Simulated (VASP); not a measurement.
# In in VASP: further runs

Aim: see how the results for In move with the level of theory and the settings. Levels: r2SCAN, PBEsol+D3(BJ), SVWN5. Tasks: single point.

All numbers are computed with VASP 6.6.1; they aren't measurements. Logs are shortened: lines on timing, memory, paths and dates and some standing lists are left out, and cuts for length are marked.

## 1. The cell of the first run

The typed cell holds 1 atom: a = 3.205 Å, b = 3.306 Å, c = 3.345 Å, α = 110.56°, β = 110.25°, γ = 109.32°.

## 2. Single point, r2SCAN (the cell strained at random)

POSCAR reads:

```
In
1.0
   -1.8994910000      1.8121170000      1.8390270000
    1.8771600000     -1.9218260000      1.9264040000
    1.9108040000      1.9331390000     -1.9487350000
In
1
Direct
   -0.0036170000      0.0093890000     -0.0118340000
```

INCAR.step1 reads:

```
ALGO = Normal
EDIFF = 1E-4
ENCUT = 520
GGA = PE
ISMEAR = 1
LASPH = True
LCHARG = False
LREAL = False
LWAVE = True
NBANDS = 12
NELM = 100
PREC = Accurate
SIGMA = 0.05
```

INCAR.step2 reads:

```
ALGO = Normal
EDIFF = 1E-6
ENCUT = 520
ISIF = 2
ISMEAR = 1
ISTART = 1
LASPH = True
LCHARG = False
LMIXTAU = True
LREAL = False
LWAVE = False
METAGGA = R2SCAN
NBANDS = 12
NELM = 100
PREC = Accurate
SIGMA = 0.05
```

KPOINTS reads:

```
k-points
0
Gamma
  10 10 10
```

Potentials or basis: VASP PAW PBE potentials, release 64 (In_d).

On the command line:

```console
cat potpaw_PBE.64/In_d/POTCAR > POTCAR
cp INCAR.step1 INCAR
mpirun -np 1 vasp_std > vasp.out
cp INCAR.step2 INCAR
mpirun -np 1 vasp_std > vasp.out
```

OUTCAR:

```text
EDIFF = 1E-6
   ENCUT = 520
   ISIF = 2
   ISMEAR = 1
   ISTART = 1
   LASPH = True
   LREAL = False
   METAGGA = R2SCAN
   NELM = 100
   PREC = Accurate

 ion  position               nearest neighbor table
   1  0.996  0.009  0.988-

  LATTYP: Found a triclinic cell.
 ALAT       =     9.4501000733
 B/A-ratio  =     0.3539129593
 C/A-ratio  =     0.5455749603
 COS(alpha) =     0.0067893043
 COS(beta)  =     0.2791519520
 COS(gamma) =     0.9480519690

  Lattice vectors:

 A1 = (   3.8439390000,   3.9759870000,  -7.6629010000)
 A2 = (   1.9108040000,   1.9331390000,  -1.9487350000)
 A3 = (   0.0110180000,  -3.6355470000,  -3.6557230000)

Analysis of symmetry for initial positions (statically):
=====================================================================
 Subroutine PRICEL returns:
 Original cell was already a primitive cell.

 Routine SETGRP: Setting up the symmetry group for a
 triclinic supercell.

 Subroutine GETGRP returns: Found  2 space group operations
 (whereof  1 operations were pure point group operations)
 out of a pool of  2 trial point group operations.

The static configuration has the point symmetry C_1 .
 The point group associated with its full space group is S_2 .

Analysis of symmetry for dynamics (positions and initial velocities):
=====================================================================
 Subroutine PRICEL returns:
 Original cell was already a primitive cell.

 Routine SETGRP: Setting up the symmetry group for a
 triclinic supercell.

 Subroutine GETGRP returns: Found  2 space group operations
 (whereof  1 operations were pure point group operations)
 out of a pool of  2 trial point group operations.

The dynamic configuration has the point symmetry C_1 .
 The point group associated with its full space group is S_2 .

 Subroutine INISYM returns: Found  2 space group operations
 (whereof  1 operations are pure point group operations),
 and found     1 'primitive' translations

----------------------------------------------------------------------------------------

                                     Primitive cell

  volume of cell :      26.6859

  direct lattice vectors                    reciprocal lattice vectors
    -1.899491000  1.812117000  1.839027000     0.000791536  0.275016236  0.273591372
     1.877160000 -1.921826000  1.926404000     0.265549184  0.007029335  0.267353501
     1.910804000  1.933139000 -1.948735000     0.263253170  0.266482422  0.009325420

  length of vectors
     3.205285383  3.305779365  3.344512882     0.387926275  0.376886820  0.374702650

  position of ions in fractional coordinates (direct lattice)
     0.996383000  0.009389000  0.988166000

  ion indices of the primitive-cell ions
   primitive index   ion index
                 1           1

----------------------------------------------------------------------------------------

 KPOINTS: k-points

Automatic generation of k-mesh.
 Grid dimensions read from file:
 generate k-points for:   10   10   10

 Generating k-lattice:

  Cartesian coordinates                     Fractional coordinates (reciprocal lattice)
     0.000079154  0.027501624  0.027359137     0.100000000  0.000000000 -0.000000000
     0.026554918  0.000702934  0.026735350     0.000000000  0.100000000  0.000000000
     0.026325317  0.026648242  0.000932542    -0.000000000  0.000000000  0.100000000

  Length of vectors
     0.038792628  0.037688682  0.037470265

  Shift w.r.t. Gamma in fractional coordinates (k-lattice)
     0.000000000  0.000000000  0.000000000

 Subroutine IBZKPT returns following result:
 ===========================================

 Found    504 irreducible k-points:

 Following reciprocal coordinates:
            Coordinates               Weight
  0.000000  0.000000  0.000000      1.000000
  0.100000  0.000000  0.000000      2.000000
  0.200000  0.000000  0.000000      2.000000
  0.300000  0.000000  0.000000      2.000000
  0.400000  0.000000 -0.000000      2.000000
  0.500000  0.000000 -0.000000      1.000000
[... 16 lines left out ...]
 -0.400000  0.200000  0.000000      2.000000
 -0.300000  0.200000  0.000000      2.000000
 [... further k-points ...]
   k-points           NKPTS =    504   k-points in BZ     NKDIM =    504   number of bands    NBANDS=     12
   number of dos      NEDOS =    301   number of ions     NIONS =      1
   total plane-waves  NPLWV =  18816
   dimension x,y,z NGX =    24 NGY =   28 NGZ =   28
   dimension x,y,z NGXF=    48 NGYF=   56 NGZF=   56
   ions per type =               1
   NGX,Y,Z   is equivalent  to a cutoff of  12.45, 14.08, 13.92 a.u.
   NGXF,Y,Z  is equivalent  to a cutoff of  24.90, 28.16, 27.84 a.u.
 SYSTEM =  unknown system
   PREC   = accura    normal or accurate (medium, high low for compatibility)
   ISTART =      1    job   : 0-new  1-cont  2-samecut
   ICHARG =      0    charge: 1-file 2-atom 10-const
   ISPIN  =      1    spin polarized calculation?
   LNONCOLLINEAR =      F non collinear calculations
   LSORBIT =      F    spin-orbit coupling
   LASPH  =      T    aspherical Exc in radial PAW
   ENCUT  =  520.0 eV  38.22 Ry    6.18 a.u.   5.96  6.15  6.22*2*pi/ulx,y,z
   NELM   =    100;   NELMIN=  2; NELMDL=  0     # of ELM steps
   EDIFF  = 0.1E-05   stopping-criterion for ELM
   LREAL  =      F    real-space projection
   EDIFFG = 0.1E-04   stopping-criterion for IOM
   NSW    =      0    number of steps for IOM
   IBRION =     -1    ionic relax: 0-MD 1-quasi-New 2-CG
   NFREE  =      0    steps in history (QN), initial steepest desc. (CG)
   ISIF   =      2    stress and relaxation
   ISYM   =      2    0-nonsym 1-usesym 2-fastsym
   POTIM  = 0.5000    time-step for ionic-motion
   TEBEG  =    0.0;   TEEND  =   0.0 temperature during run
   PSTRESS=    0.0 pullay stress
   NELECT =      13.0000    total number of electrons
   NUPDOWN=      -1.0000    fix difference up-down
   EMIN   =  10.00;   EMAX   =-10.00  energy-range for DOS
   EFERMI =   0.00;   METHOD = LEGACY
   ISMEAR =     1;   SIGMA  =   0.05  broadening in eV -4-tet -1-fermi 0-gaus
   EFERMI_NEDOS =   21; number of points for ismear=-14 and -15
   IALGO  =     38    algorithm
   IMIX   =      4    mixing-type and parameters
     AMIX     =   0.40;   BMIX     =  1.00
     AMIX_MAG =   1.60;   BMIX_MAG =  1.00
  volume/ion in A,a.u.               =      26.69       180.09
  Fermi-wavevector in a.u.,A,eV,Ry     =   1.288136  2.434224 22.576074  1.659295
  Thomas-Fermi vector in A             =   2.420108
   LORBIT       =      0    0 simple, 1 ext, 2 COOP (PROOUT), +10 PAW based schemes
   METAGGA = R2SCAN    functional components
   LHFCALC =     F    Hartree Fock is set to
   AEXX    =    0.0000 exact exchange contribution
   IVDW    =     0    specifies the selected vdW correction
   LEPSILON=     F    determine dielectric tensor
   LRPA    =     F    only Hartree local field effects (RPA)
 non-spin polarized calculation
 Methfessel and Paxton  Order N= 1 SIGMA  =   0.05
  energy-cutoff  :      520.00
  volume of cell :       26.69
 maximum number of plane-waves:       740
   NGX = 11   NGY = 13   NGZ = 13

 number of electron      13.0000002 magnetization

 Free energy of the ion-electron system (eV)
  ---------------------------------------------------
  ext. energy  EPLUGINS =         0.00000000
  ---------------------------------------------------
  free energy    TOTEN  =       -22.55327213 eV

  energy without entropy =      -22.55327354  energy(sigma->0) =      -22.55327260

 E-fermi :   7.2289     XC(G=0): -10.9688

 val. band max:        7.2275367357   @ k =  -0.2000  -0.4000   0.2000
 cond. band min:       7.2429024287   @ k =   0.2000   0.0000   0.5000
 fundamental gap:      0.0153656929
 Fermi energy:         7.2288786927

 k-point     1 :       0.0000    0.0000    0.0000
  band No.  band energies     occupation
      1      -8.0605      2.00000
      2      -8.0039      2.00000
      3      -7.9469      2.00000
      4      -7.7182      2.00000
      5      -7.7049      2.00000
      6      -2.6230      2.00000
      7      18.0168      0.00000
      8      18.7262      0.00000
      9      19.1616      0.00000
     10      20.8080      0.00000
     11      20.9450      0.00000
     12      21.7895      0.00000

 k-point     2 :       0.1000    0.0000    0.0000
  band No.  band energies     occupation
      1      -8.0106      2.00000
      2      -7.9892      2.00000
      3      -7.9581      2.00000
      4      -7.7244      2.00000
      5      -7.7204      2.00000
      6      -2.3669      2.00000
      7      17.4560      0.00000
      8      17.5654      0.00000
      9      17.8301      0.00000
     10      19.7098      0.00000
     11      20.0361      0.00000
     12      20.2482      0.00000

 k-point     3 :       0.2000    0.0000    0.0000
  band No.  band energies     occupation
      1      -7.9983      2.00000
      2      -7.9550      2.00000
      3      -7.8760      2.00000
      4      -7.7646      2.00000
      5      -7.7284      2.00000
      6      -1.5875      2.00000
      7      13.8653      0.00000
      8      15.6676      0.00000
      9      16.7978      0.00000
     10      18.5137      0.00000
     11      18.9155      0.00000
     12      20.5230      0.00000
[... 286 lines left out ...]
 k-point    23 :      -0.4000    0.2000    0.0000
  band No.  band energies     occupation
      1      -8.0239      2.00000
      2      -7.9651      2.00000
      3      -7.7881      2.00000
      4      -7.7476      2.00000
      5      -7.6717      2.00000
      6       0.4677      2.00000
      7       9.6737      0.00000
      8      11.2617      0.00000
      9      14.0883      0.00000
     10      19.2035      0.00000
     11      19.6394      0.00000
     12      23.7262      0.00000

 k-point    24 :      -0.3000    0.2000    0.0000
  band No.  band energies     occupation
      1      -8.0404      2.00000
      2      -7.9713      2.00000
      3      -7.7769      2.00000
      4      -7.7579      2.00000
      5      -7.7240      2.00000
      6      -0.8558      2.00000
      7      11.2153      0.00000
      8      14.3063      0.00000
      9      15.3408      0.00000
     10      18.2949      0.00000
     11      20.3692      0.00000
     12      21.6944      0.00000

 [... further k-points ...]
[... 5 lines left out ...]
  --------------------------------------------------------------------------------------
  -------------------------------------------------------------------------------------
  Total        0.1174792     -0.0705398     -0.0484373     -0.0020015      0.1076574     -0.0334389
  in kB        7.0532456     -4.2350873     -2.9080900     -0.1201643      6.4635605     -2.0076154
  external PRESSURE =      -0.0299772 kB  Pullay stress =       0.0000000 kB

 VOLUME and BASIS-vectors are now :
 -----------------------------------------------------------------------------
  energy-cutoff  :      520.00
  volume of cell :       26.69
      direct lattice vectors                 reciprocal lattice vectors
    -1.899491000  1.812117000  1.839027000     0.000791536  0.275016236  0.273591372
     1.877160000 -1.921826000  1.926404000     0.265549184  0.007029335  0.267353501
     1.910804000  1.933139000 -1.948735000     0.263253170  0.266482422  0.009325420

 POSITION                                       TOTAL-FORCE (eV/Angst)
 -----------------------------------------------------------------------------------
      0.01320      3.69778     -0.07521         0.000000      0.000000      0.000000
 -----------------------------------------------------------------------------------
    total drift:                               -0.000011     -0.000037      0.000001

  FREE ENERGIE OF THE ION-ELECTRON SYSTEM (eV)
  ---------------------------------------------------
  free  energy   TOTEN  =       -22.5532721290 eV

  energy  without entropy=      -22.5532735437  energy(sigma->0) =      -22.55327260
```

It took 3.1 min on 1 thread of Intel Xeon 6975P-C (Granite Rapids), shared host; peak memory 0.28 GiB.

What came out:

```
Free energy : -22.5533 eV
Pressure    : 0.0 GPa
```

Levels at points of the mesh, in eV from the Fermi level:
| k point | band 3 | band 4 | band 5 | band 6 | band 7 | band 8 | band 9 | band 10 |
| --- | --- | --- | --- | --- | --- | --- | --- | --- |
| (0.00, 0.00, 0.00) | -15.18 | -14.95 | -14.93 | -9.85 | 10.79 | 11.50 | 11.93 | 13.58 |
| (0.50, 0.00, 0.00) | -14.98 | -14.97 | -14.73 | -3.42 | -3.08 | 5.57 | 7.48 | 9.93 |
| (0.00, 0.50, 0.00) | -14.97 | -14.96 | -14.77 | -3.95 | -3.26 | 5.90 | 8.13 | 9.88 |
| (0.50, 0.50, 0.00) | -14.96 | -14.95 | -14.77 | -3.96 | -3.26 | 5.81 | 8.11 | 9.76 |
| (0.00, 0.00, 0.50) | -14.96 | -14.95 | -14.77 | -4.05 | -3.30 | 6.06 | 7.99 | 10.07 |
| (0.50, 0.00, 0.50) | -14.96 | -14.95 | -14.78 | -4.15 | -3.33 | 6.15 | 8.15 | 10.13 |
| (0.00, 0.50, 0.50) | -14.94 | -14.92 | -14.80 | -4.48 | -3.42 | 6.53 | 7.89 | 10.60 |
| (0.50, 0.50, 0.50) | -14.87 | -14.82 | -14.76 | 1.10 | 1.17 | 1.23 | 1.66 | 5.54 |

Caveat: the cell differs from its parent crystal (the cell strained at random); the PAW data sets were made with another functional, which shifts forces and pressure a little; spin-orbit coupling is left out, which moves the levels of the heavy elements.

## 3. Single point, r2SCAN

POSCAR reads:

```
In
1.0
   -1.9279060000      1.9260870000      1.8593960000
    1.9302200000     -1.9357270000      1.8713500000
    1.8510510000      1.8588720000     -1.8690360000
In
1
Direct
   -0.0071360000      0.0266250000      0.0090760000
```

INCAR.step1 reads:

```
SYSTEM = In
PREC     = Accurate       ! precision mode
ENCUT    = 520            ! plane-wave cutoff, eV
ISMEAR   = -1             ! smearing method
SIGMA    = 0.05           ! smearing width, eV
LREAL    = .False.        ! projectors in reciprocal space
LASPH    = .True.         ! aspherical terms in the spheres
NELM     = 100            ! most SCF steps
NBANDS   = 12             ! bands
GGA      = PE             ! functional
ALGO     = Normal         ! electronic algorithm
EDIFF    = 1E-4           ! SCF threshold, eV
LWAVE    = .True.         ! write WAVECAR
LCHARG   = .False.        ! write CHGCAR
```

INCAR.step2 reads:

```
SYSTEM = In
PREC     = Accurate       ! precision mode
ENCUT    = 520            ! plane-wave cutoff, eV
EDIFF    = 1E-6           ! SCF threshold, eV
ISMEAR   = -1             ! smearing method
SIGMA    = 0.05           ! smearing width, eV
LREAL    = .False.        ! projectors in reciprocal space
LASPH    = .True.         ! aspherical terms in the spheres
NELM     = 100            ! most SCF steps
ALGO     = Normal         ! electronic algorithm
ISIF     = 2              ! what is computed and relaxed
LWAVE    = .False.        ! write WAVECAR
LCHARG   = .True.         ! write CHGCAR
METAGGA  = R2SCAN         ! meta-GGA
LMIXTAU  = .True.       
LELF     = .True.         ! ELF
LVHAR    = .True.       
NBANDS   = 12             ! bands
ISTART   = 1
```

KPOINTS reads:

```
Automatic mesh
0
Gamma
  10 10 10
  0 0 0
```

Potentials or basis: VASP PAW PBE potentials, release 64 (In_d).

On the command line:

```console
cat potpaw_PBE.64/In_d/POTCAR > POTCAR
cp INCAR.step1 INCAR
mpirun -np 1 vasp_std > vasp.out
cp INCAR.step2 INCAR
mpirun -np 1 vasp_std > vasp.out
```

Run time: 3.6 min. Hardware: 1 thread of Intel Xeon 6975P-C (Granite Rapids), shared host; peak memory 0.28 GiB.

It converged, with:

| Property | Result |
| --- | --- |
| Free energy | -22.5562 eV |
| Pressure | 0.0 GPa |

Stress tensor (GPa, compression positive):
```
-0.11  0.72 -0.05
 0.72 -0.12  0.02
-0.05  0.02  0.15
```

Levels at points of the mesh, in eV from the Fermi level:
| k point | band 2 | band 3 | band 4 | band 5 | band 6 | band 7 | band 8 | band 9 | band 10 | band 11 |
| --- | --- | --- | --- | --- | --- | --- | --- | --- | --- | --- |
| (0.00, 0.00, 0.00) | -15.22 | -15.17 | -14.93 | -14.92 | -9.83 | 10.92 | 11.67 | 11.93 | 13.61 | 13.92 |
| (0.50, 0.00, 0.00) | -15.25 | -14.94 | -14.93 | -14.75 | -3.91 | -3.23 | 5.95 | 7.83 | 10.01 | 10.97 |
| (0.00, 0.50, 0.00) | -15.25 | -14.94 | -14.93 | -14.75 | -3.96 | -3.25 | 6.02 | 7.81 | 10.09 | 10.92 |
| (0.50, 0.50, 0.00) | -15.25 | -14.94 | -14.92 | -14.78 | -4.43 | -3.40 | 6.63 | 8.12 | 10.80 | 11.15 |
| (0.00, 0.00, 0.50) | -15.25 | -14.96 | -14.96 | -14.73 | -3.70 | -3.17 | 5.98 | 7.83 | 10.42 | 10.58 |
| (0.50, 0.00, 0.50) | -15.25 | -14.94 | -14.93 | -14.75 | -3.94 | -3.24 | 5.94 | 7.85 | 9.97 | 11.02 |
| (0.00, 0.50, 0.50) | -15.25 | -14.94 | -14.92 | -14.76 | -4.00 | -3.26 | 6.04 | 7.86 | 10.09 | 11.01 |
| (0.50, 0.50, 0.50) | -15.31 | -14.83 | -14.80 | -14.76 | 1.04 | 1.23 | 1.41 | 1.52 | 5.54 | 5.67 |

Caveat: the PAW data sets were made with another functional, which shifts forces and pressure a little; spin-orbit coupling is left out, which moves the levels of the heavy elements.

(Part 1 of 2 ends here.)
